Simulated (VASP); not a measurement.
# NaF (Fmmm) in VASP: further runs

The runs below take NaF through single point, with PBE.

All numbers are computed with VASP 6.6.1; they aren't measurements. Logs are shortened: lines on timing, memory, paths and dates and some standing lists are left out, and cuts for length are marked.

## 1. The cell of the first run

Symmetry: Fmmm, No. 69, orthorhombic system. Conventional cell: a = 3.950 Å, b = 4.647 Å, c = 5.344 Å, α = 90.00°, β = 90.00°, γ = 90.00°. Within 2.6 Å of Na (site symmetry mmm) lie 4 F at 1.97 to 2.32 Å. F (site symmetry mmm) has 4 Na at 1.97 to 2.32 Å within 2.6 Å.

## 2. Single point, PBE (strain -0.1500 x Voigt [1, -1, 0, 0, 0, 0])

File INCAR:

```
ALGO = Normal
EDIFF = 1E-7
ENCUT = 520
GGA = PE
ISIF = 2
ISMEAR = 0
LASPH = True
LCHARG = True
LELF = True
LREAL = False
LVHAR = True
LWAVE = False
NBANDS = 14
NELM = 60
PREC = Accurate
SIGMA = 0.05
```

File KPOINTS:

```
k-points
0
Gamma
  8 8 8
```

File POSCAR:

```
NaF
1.0
    0.0000000000      2.6717950000      2.3233000000
    1.9748050000      0.0000000000      2.3233000000
    1.9748050000      2.6717950000      0.0000000000
Na F
1 1
Direct
    0.0000000000      0.0000000000      0.0000000000
    0.5000000000      0.5000000000      0.5000000000
```

Potentials or basis: VASP PAW PBE potentials, release 64 (Na_pv, F).

Started as:

```bash
cat potpaw_PBE.64/Na_pv/POTCAR potpaw_PBE.64/F/POTCAR > POTCAR
mpirun -np 1 vasp_std > vasp.out
```

OUTCAR:

```text
EDIFF = 1E-7
   ENCUT = 520
   GGA = PE
   ISIF = 2
   ISMEAR = 0
   LASPH = True
   LREAL = False
   NELM = 60
   PREC = Accurate

 ion  position               nearest neighbor table
   1  0.000  0.000  0.000-   2 1.97   2 1.97   2 2.32   2 2.32
   2  0.500  0.500  0.500-   1 1.97   1 1.97   1 2.32   1 2.32

  LATTYP: Found a face centered orthorhombic cell.
 ALAT       =     3.9496100000
 B/A-ratio  =     1.1764705882
 C/A-ratio  =     1.3529411765

  Lattice vectors:

 A1 = (   0.0000000000,   2.6717950000,  -2.3233000000)
 A2 = (   1.9748050000,   2.6717950000,   0.0000000000)
 A3 = (   1.9748050000,   0.0000000000,  -2.3233000000)

Analysis of symmetry for initial positions (statically):
=====================================================================
 Subroutine PRICEL returns:
 Original cell was already a primitive cell.

 Routine SETGRP: Setting up the symmetry group for a
 face centered orthorhombic supercell.

 Subroutine GETGRP returns: Found  8 space group operations
 (whereof  8 operations were pure point group operations)
 out of a pool of  8 trial point group operations.

The static configuration has the point symmetry D_2h.

Analysis of symmetry for dynamics (positions and initial velocities):
=====================================================================
 Subroutine PRICEL returns:
 Original cell was already a primitive cell.

 Routine SETGRP: Setting up the symmetry group for a
 face centered orthorhombic supercell.

 Subroutine GETGRP returns: Found  8 space group operations
 (whereof  8 operations were pure point group operations)
 out of a pool of  8 trial point group operations.

The dynamic configuration has the point symmetry D_2h.

 Subroutine INISYM returns: Found  8 space group operations
 (whereof  8 operations are pure point group operations),
 and found     1 'primitive' translations

----------------------------------------------------------------------------------------

                                     Primitive cell

  volume of cell :      24.5167

  direct lattice vectors                    reciprocal lattice vectors
     0.000000000  2.671795000  2.323300000    -0.253189555  0.187140106  0.215211122
     1.974805000  0.000000000  2.323300000     0.253189555 -0.187140106  0.215211122
     1.974805000  2.671795000  0.000000000     0.253189555  0.187140106 -0.215211122

  length of vectors
     3.540651269  3.049192955  3.322400233     0.381368847  0.381368847  0.381368847

  position of ions in fractional coordinates (direct lattice)
     0.000000000  0.000000000  0.000000000
     0.500000000  0.500000000  0.500000000

  ion indices of the primitive-cell ions
   primitive index   ion index
                 1           1
                 2           2

----------------------------------------------------------------------------------------

 KPOINTS: k-points

Automatic generation of k-mesh.
 Grid dimensions read from file:
 generate k-points for:    8    8    8

 Generating k-lattice:

  Cartesian coordinates                     Fractional coordinates (reciprocal lattice)
    -0.031648694  0.023392513  0.026901390     0.125000000  0.000000000  0.000000000
     0.031648694 -0.023392513  0.026901390     0.000000000  0.125000000 -0.000000000
     0.031648694  0.023392513 -0.026901390    -0.000000000 -0.000000000  0.125000000

  Length of vectors
     0.047671106  0.047671106  0.047671106

  Shift w.r.t. Gamma in fractional coordinates (k-lattice)
     0.000000000  0.000000000  0.000000000

 Subroutine IBZKPT returns following result:
 ===========================================

 Found     95 irreducible k-points:

 Following reciprocal coordinates:
            Coordinates               Weight
  0.000000  0.000000  0.000000      1.000000
  0.125000 -0.000000 -0.000000      8.000000
  0.250000 -0.000000 -0.000000      8.000000
  0.375000  0.000000  0.000000      8.000000
  0.500000 -0.000000 -0.000000      4.000000
  0.125000  0.125000  0.000000      2.000000
[... 16 lines left out ...]
  0.250000 -0.000000  0.125000      8.000000
  0.375000  0.000000  0.125000      8.000000
 [... further k-points ...]
   k-points           NKPTS =     95   k-points in BZ     NKDIM =     95   number of bands    NBANDS=     14
   number of dos      NEDOS =    301   number of ions     NIONS =      2
   total plane-waves  NPLWV =  18816
   dimension x,y,z NGX =    28 NGY =   24 NGZ =   28
   dimension x,y,z NGXF=    56 NGYF=   48 NGZF=   56
   ions per type =               1   1
   NGX,Y,Z   is equivalent  to a cutoff of  13.15, 13.09, 14.01 a.u.
   NGXF,Y,Z  is equivalent  to a cutoff of  26.29, 26.17, 28.02 a.u.
 SYSTEM =  unknown system
   PREC   = accura    normal or accurate (medium, high low for compatibility)
   ISTART =      0    job   : 0-new  1-cont  2-samecut
   ICHARG =      2    charge: 1-file 2-atom 10-const
   ISPIN  =      1    spin polarized calculation?
   LNONCOLLINEAR =      F non collinear calculations
   LSORBIT =      F    spin-orbit coupling
   LASPH  =      T    aspherical Exc in radial PAW
   ENCUT  =  520.0 eV  38.22 Ry    6.18 a.u.   6.58  5.67  6.18*2*pi/ulx,y,z
   NELM   =     60;   NELMIN=  2; NELMDL= -5     # of ELM steps
   EDIFF  = 0.1E-06   stopping-criterion for ELM
   LREAL  =      F    real-space projection
   EDIFFG = 0.1E-05   stopping-criterion for IOM
   NSW    =      0    number of steps for IOM
   IBRION =     -1    ionic relax: 0-MD 1-quasi-New 2-CG
   NFREE  =      0    steps in history (QN), initial steepest desc. (CG)
   ISIF   =      2    stress and relaxation
   ISYM   =      2    0-nonsym 1-usesym 2-fastsym
   POTIM  = 0.5000    time-step for ionic-motion
   TEBEG  =    0.0;   TEEND  =   0.0 temperature during run
   PSTRESS=    0.0 pullay stress
   NELECT =      14.0000    total number of electrons
   NUPDOWN=      -1.0000    fix difference up-down
   EMIN   =  10.00;   EMAX   =-10.00  energy-range for DOS
   EFERMI =   0.00;   METHOD = LEGACY
   ISMEAR =     0;   SIGMA  =   0.05  broadening in eV -4-tet -1-fermi 0-gaus
   EFERMI_NEDOS =   21; number of points for ismear=-14 and -15
   IALGO  =     38    algorithm
   IMIX   =      4    mixing-type and parameters
     AMIX     =   0.40;   BMIX     =  1.00
     AMIX_MAG =   1.60;   BMIX_MAG =  1.00
  volume/ion in A,a.u.               =      12.26        82.72
  Fermi-wavevector in a.u.,A,eV,Ry     =   1.358199  2.566623 25.098716  1.844704
  Thomas-Fermi vector in A             =   2.485052
   LORBIT       =      0    0 simple, 1 ext, 2 COOP (PROOUT), +10 PAW based schemes
   GGA     = PE    functional components
   LHFCALC =     F    Hartree Fock is set to
   AEXX    =    0.0000 exact exchange contribution
   IVDW    =     0    specifies the selected vdW correction
   LEPSILON=     F    determine dielectric tensor
   LRPA    =     F    only Hartree local field effects (RPA)
 non-spin polarized calculation
 Gauss-broadening in eV      SIGMA  =   0.05
  energy-cutoff  :      520.00
  volume of cell :       24.52
 maximum number of plane-waves:       673
 NGX is ok and might be reduce to    28
   NGX = 13   NGY = 11   NGZ = 13

 number of electron      14.0000004 magnetization

 Free energy of the ion-electron system (eV)
  ---------------------------------------------------
  ext. energy  EPLUGINS =         0.00000000
  ---------------------------------------------------
  free energy    TOTEN  =        -8.13892991 eV

  energy without entropy =       -8.13892991  energy(sigma->0) =       -8.13892991

 E-fermi :  -1.6072     XC(G=0):  -9.1274

 val. band max:       -1.9521717354   @ k =   0.0000   0.0000   0.0000
 cond. band min:       4.1999660784   @ k =   0.0000   0.0000   0.0000
 fundamental gap:      6.1521378138
 Fermi energy:        -1.6072084155

 k-point     1 :       0.0000    0.0000    0.0000
  band No.  band energies     occupation
      1     -21.3092      2.00000
      2     -20.7561      2.00000
      3     -20.6994      2.00000
      4     -20.6738      2.00000
      5      -2.1182      2.00000
      6      -2.0079      2.00000
      7      -1.9522      2.00000
      8       4.2000      0.00000
      9      16.6529      0.00000
     10      17.7390      0.00000
     11      18.7755      0.00000
     12      18.8994      0.00000
     13      20.7165      0.00000
     14      21.9301      0.00000

 k-point     2 :       0.1250   -0.0000   -0.0000
  band No.  band energies     occupation
      1     -21.5635      2.00000
      2     -20.7596      2.00000
      3     -20.6799      2.00000
      4     -20.4023      2.00000
      5      -2.3250      2.00000
      6      -2.1375      2.00000
      7      -2.0201      2.00000
      8       4.7429      0.00000
      9      15.7899      0.00000
     10      17.0770      0.00000
     11      18.5141      0.00000
     12      18.6908      0.00000
     13      22.0145      0.00000
     14      23.6340      0.00000

 k-point     3 :       0.2500   -0.0000   -0.0000
  band No.  band energies     occupation
      1     -21.9001      2.00000
      2     -20.7702      2.00000
      3     -20.6869      2.00000
      4     -19.9651      2.00000
      5      -2.9381      2.00000
      6      -2.2842      2.00000
      7      -2.1217      2.00000
      8       6.0637      0.00000
      9      13.4862      0.00000
     10      16.8864      0.00000
     11      18.7744      0.00000
     12      19.3872      0.00000
     13      22.0294      0.00000
     14      24.7121      0.00000

 k-point     4 :       0.3750    0.0000    0.0000
  band No.  band energies     occupation
      1     -22.1265      2.00000
      2     -20.7810      2.00000
      3     -20.6940      2.00000
      4     -19.6348      2.00000
      5      -3.4670      2.00000
      6      -2.4169      2.00000
      7      -2.2207      2.00000
      8       7.6682      0.00000
      9      11.5627      0.00000
     10      16.5777      0.00000
     11      19.2680      0.00000
     12      20.4311      0.00000
     13      21.6183      0.00000
     14      24.4467      0.00000

 k-point     5 :       0.5000   -0.0000   -0.0000
  band No.  band energies     occupation
      1     -22.2051      2.00000
      2     -20.7854      2.00000
      3     -20.6969      2.00000
      4     -19.5123      2.00000
      5      -3.6681      2.00000
      6      -2.4703      2.00000
      7      -2.2614      2.00000
      8       8.7938      0.00000
      9      10.4059      0.00000
     10      16.4452      0.00000
     11      19.4696      0.00000
[... 276 lines left out ...]
 k-point    22 :       0.1250    0.0000    0.1250
  band No.  band energies     occupation
      1     -21.3155      2.00000
      2     -20.7404      2.00000
      3     -20.7046      2.00000
      4     -20.6758      2.00000
      5      -2.4075      2.00000
      6      -2.0287      2.00000
      7      -1.9859      2.00000
      8       4.8059      0.00000
      9      15.6791      0.00000
     10      17.4112      0.00000
     11      18.0992      0.00000
     12      18.8648      0.00000
     13      22.3441      0.00000
     14      22.8721      0.00000

 k-point    23 :       0.2500   -0.0000    0.1250
  band No.  band energies     occupation
      1     -21.5575      2.00000
      2     -20.7775      2.00000
      3     -20.6838      2.00000
      4     -20.3830      2.00000
      5      -2.7482      2.00000
      6      -2.1832      2.00000
      7      -2.0666      2.00000
      8       5.7707      0.00000
      9      14.5215      0.00000
     10      16.2897      0.00000
     11      18.3251      0.00000
     12      19.0772      0.00000
     13      22.9938      0.00000
     14      24.8008      0.00000

 k-point    24 :       0.3750    0.0000    0.1250
  band No.  band energies     occupation
      1     -21.8863      2.00000
      2     -20.7944      2.00000
      3     -20.6909      2.00000
      4     -19.9486      2.00000
      5      -3.1724      2.00000
      6      -2.4476      2.00000
      7      -2.1680      2.00000
      8       7.2090      0.00000
      9      12.7991      0.00000
     10      15.6259      0.00000
     11      18.6742      0.00000
     12      20.0330      0.00000
     13      22.5666      0.00000
     14      24.6442      0.00000

 [... further k-points ...]
[... 5 lines left out ...]
  --------------------------------------------------------------------------------------
  -------------------------------------------------------------------------------------
  Total        5.9478707     -0.4322014      0.5474338      0.0000000      0.0000000      0.0000000
  in kB      388.6954540    -28.2445151     35.7749913      0.0000000      0.0000000      0.0000000
  external PRESSURE =     132.0753101 kB  Pullay stress =       0.0000000 kB

 VOLUME and BASIS-vectors are now :
 -----------------------------------------------------------------------------
  energy-cutoff  :      520.00
  volume of cell :       24.52
      direct lattice vectors                 reciprocal lattice vectors
     0.000000000  2.671795000  2.323300000    -0.253189555  0.187140106  0.215211122
     1.974805000  0.000000000  2.323300000     0.253189555 -0.187140106  0.215211122
     1.974805000  2.671795000  0.000000000     0.253189555  0.187140106 -0.215211122

 POSITION                                       TOTAL-FORCE (eV/Angst)
 -----------------------------------------------------------------------------------
      0.00000      0.00000      0.00000         0.000000     -0.000000      0.000000
      1.97480      2.67179      2.32330        -0.000000      0.000000      0.000000
 -----------------------------------------------------------------------------------
    total drift:                                0.000000      0.000000      0.000000

  FREE ENERGIE OF THE ION-ELECTRON SYSTEM (eV)
  ---------------------------------------------------
  free  energy   TOTEN  =        -8.1389299114 eV

  energy  without entropy=       -8.1389299114  energy(sigma->0) =       -8.13892991
```

Run time: 22 s. Hardware: 1 thread of Intel Xeon Platinum 8488C (Sapphire Rapids), shared host; peak memory 0.15 GiB.

What came out:

```
Free energy            : -8.1389 eV
Pressure               : 13.2 GPa
Band gap on the k mesh : 6.15 eV, direct
```

Stress tensor (GPa, compression positive):
```
38.87  0.00  0.00
 0.00 -2.82  0.00
 0.00  0.00  3.58
```

Caveat: the cell differs from its parent crystal (strain -0.1500 x Voigt [1, -1, 0, 0, 0, 0]).

## 3. Single point, PBE (strain +0.1125 x Voigt [1, -1, 0, 0, 0, 0])

File INCAR:

```
ALGO = Normal
EDIFF = 1E-6
ENCUT = 520
GGA = PE
ISIF = 2
ISMEAR = 0
LASPH = T
LCHARG = F
LREAL = F
LWAVE = F
NBANDS = 14
NELM = 60
PREC = Accurate
SIGMA = 0.05
```

KPOINTS is that of step 2.

File POSCAR:

```
NaF
1.0
    0.0000000000      2.0619287500      2.3233000000
    2.5846712500      0.0000000000      2.3233000000
    2.5846712500      2.0619287500      0.0000000000
Na F
1 1
Direct
    0.0000000000      0.0000000000      0.0000000000
    0.5000000000      0.5000000000      0.5000000000
```

Potentials or basis: VASP PAW PBE potentials, release 64 (Na_pv, F).

Started as:

```bash
cat potpaw_PBE.64/Na_pv/POTCAR potpaw_PBE.64/F/POTCAR > POTCAR
mpirun -np 1 vasp_std > vasp.out
```

Run time: 17 s. Hardware: 1 thread of Intel Xeon Platinum 8488C (Sapphire Rapids), shared host; peak memory 0.16 GiB.

It converged, with:

- Free energy: -8.3555 eV
- Pressure: 7.6 GPa
- Band gap on the k mesh: 6.23 eV, direct

Stress tensor (GPa, compression positive):
```
-2.74  0.00  0.00
 0.00 22.92  0.00
 0.00  0.00  2.72
```

Levels at points of the mesh, in eV from the valence-band top:
| k point | band 4 | band 5 | band 6 | band 7 | band 8 | band 9 | band 10 | band 11 |
| --- | --- | --- | --- | --- | --- | --- | --- | --- |
| (0.00, 0.00, 0.00) | -18.80 | -0.06 | -0.01 | 0.00 | 6.23 | 18.57 | 19.37 | 20.15 |
| (0.50, 0.00, 0.00) | -17.82 | -1.63 | -0.40 | -0.24 | 10.76 | 12.40 | 18.69 | 21.67 |
| (0.50, 0.50, 0.00) | -18.88 | -1.34 | -0.51 | -0.26 | 13.11 | 13.49 | 13.76 | 19.11 |
| (0.50, 0.00, 0.50) | -18.92 | -1.02 | -0.72 | -0.51 | 12.34 | 14.36 | 14.83 | 18.02 |
| (0.00, 0.50, 0.50) | -18.83 | -1.44 | -0.27 | -0.19 | 11.75 | 13.36 | 14.58 | 20.80 |

Caveat: the cell differs from its parent crystal (strain +0.1125 x Voigt [1, -1, 0, 0, 0, 0]).

(Part 1 of 2 ends here.)
